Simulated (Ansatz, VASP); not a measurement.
# Zr in VASP and in Ansatz

```
CELL_PARAMETERS angstrom
3.24544 0.00000 0.00000
-1.62272 2.81063 0.00000
0.00000 0.00000 5.14942
ATOMIC_POSITIONS crystal
Zr 0.33333 0.66667 0.25000
Zr 0.66667 0.33333 0.75000
```

Alike in both runs: functional r2SCAN; k mesh 11 × 11 × 6; occupations fermi-dirac, width 0.05 eV; collinear spin.

Ansatz relaxed the structure, and its values are those at the end. VASP's run is a single point on that final structure, the one shown.

|  | VASP | Ansatz |
| --- | --- | --- |
| version | VASP 6.6.1 | Ansatz 0.2.0 |
| potentials or method | VASP PAW PBE potentials, release 64 (Zr_sv), cutoff 520 eV | plane waves (500 eV) with PAW, scalar-relativistic |
| valence electrons in the cell | 24 | 24 |

|  | VASP | Ansatz | Ansatz less VASP |
| --- | --- | --- | --- |
| pressure (GPa) | 0.0 | 0.0 | 0.00 |
| net moment per atom (μB) | 0.00 | 0.00 | 0.000 |

VASP's potentials were made for PBE, not for r2SCAN. Ansatz's warnings: seeded moment not kept.
